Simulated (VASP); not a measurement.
Wanted: the native input for a VASP 6.6.1 run.

| Property | Result |
| --- | --- |
| Task | single point |
| Functional | HSE06 |
| Potentials or basis | VASP PAW PBE potentials, release 64 (Li_sv, Se) |
| Cutoff | 650 eV |
| k mesh | 6 × 6 × 6 |
| Occupations | gaussian, width 0.01 eV |
| Spin | no spin polarisation |
| Dipole correction | no |
| Grid for exact exchange (PRECFOCK) | Normal |
| Further INCAR settings | ALGO = Normal; EDIFF = 1e-06; NBANDS = 13 |
| Screening parameter | 0.2079 1/Å |

Crystal: Li2Se.

```
CELL_PARAMETERS angstrom
0.00000 2.99346 2.99346
2.99346 0.00000 2.99346
2.99346 2.99346 0.00000
ATOMIC_POSITIONS crystal
Li 0.25000 0.25000 0.25000
Li 0.75000 0.75000 0.75000
Se 0.00000 0.00000 0.00000
```

The input as run:

POSCAR

```
Li2Se
1.0
    0.0000000000      2.9934588640      2.9934588640
    2.9934588640      0.0000000000      2.9934588640
    2.9934588640      2.9934588640      0.0000000000
Li Se
2 1
Direct
    0.2500000000      0.2500000000      0.2500000000
    0.7500000000      0.7500000000      0.7500000000
    0.0000000000      0.0000000000      0.0000000000
```

INCAR.step1

```
SYSTEM = Li2Se
PREC = Accurate
ENCUT = 650
EDIFF = 1E-5
ISMEAR = 0
SIGMA = 0.01
LREAL = .False.
LASPH = .True.
NELM = 120
ALGO = Normal
ISIF = 2
LWAVE = .True.
GGA = PE
NBANDS = 13
GGA_COMPAT = .False.
```

INCAR.step2

```
SYSTEM = Li2Se
PREC = Accurate
ENCUT = 650
EDIFF = 1E-6
ISMEAR = 0
SIGMA = 0.01
LREAL = .False.
LASPH = .True.
NELM = 120
ALGO = Normal
ISIF = 2
LWAVE = .False.
LCHARG = .True.
GGA = PE
LHFCALC = .True.
HFSCREEN = 0.2079
PRECFOCK = Normal
LELF = .True.
LVHAR = .True.
ISTART = 1
NBANDS = 13
GGA_COMPAT = .False.
```

KPOINTS

```
regular mesh
0
Gamma
  6 6 6
  0 0 0
```

Potentials or basis: VASP PAW PBE potentials, release 64 (Li_sv, Se).

Run with:

```bash
$ cat potpaw_PBE.64/Li_sv/POTCAR potpaw_PBE.64/Se/POTCAR > POTCAR
$ cp INCAR.step1 INCAR
$ mpirun -np 1 vasp_std > vasp.out
$ cp INCAR.step2 INCAR
$ mpirun -np 1 vasp_std > vasp.out
```

It gave:

The pressure is -0.5 GPa and the band gap on the k mesh is 3.83 eV, indirect (least direct gap 4.39 eV).

Caveat: the PAW data sets were made with another functional, which shifts forces and pressure a little.

It took 30 min on 1 thread of Intel(R) Xeon(R) Platinum 8375C CPU @ 2.90GHz (Ice Lake), on a shared host, peak memory 0.34 GiB.
